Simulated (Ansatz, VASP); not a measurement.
## TaN: VASP beside Ansatz

```
Ta N
1.0
     0.00000    2.17384    2.17384
     2.17384    0.00000    2.17384
     2.17384    2.17384    0.00000
Ta N
1 1
Cartesian
  2.1880 2.1738 2.1880
  -0.1830 0.0000 -0.1830
```

Change from the starting cell: mode 4 frozen in at -0.183 Å and mode 6 at -0.183 Å (largest displacements).

Alike in both runs: task single point; functional LDA; k mesh 18 × 18 × 18; occupations gaussian, width 0.15 eV; no spin polarisation.

|  | VASP | Ansatz |
| --- | --- | --- |
| version | VASP 6.6.1 | Ansatz 0.2.0 |
| potentials or method | VASP PAW LDA potentials, release 64 (Ta_pv, N), cutoff 520 eV | scalar-relativistic, plane waves, PAW |
| valence electrons in the cell | 16 | 18 |

```tsv
	VASP	Ansatz	Ansatz less VASP
gap on the k mesh at the Fermi level (eV)	none	none	-
pressure (GPa)	16.6	14.2	-2.42
traceless stress, the component that is largest in VASP (GPa)	-14.42	-14.14	+0.280
rms of the force components (eV/Å)	1.841	1.806	-0.0353
```

Ansatz warns that its potentials were made for another functional, while VASP's fit it. LDA's correlation is that of Perdew and Zunger in VASP and of Perdew and Wang (1992) in Ansatz. Atom by atom the forces differ by 0.035 eV/Å (rms over components). A gap of «none» marks a metal or a gap that the smearing closes. VASP's potentials hold 16 valence electrons a cell and Ansatz's 18, so a difference there can come from the potentials and not from the codes.

Spin-orbit coupling is off throughout.
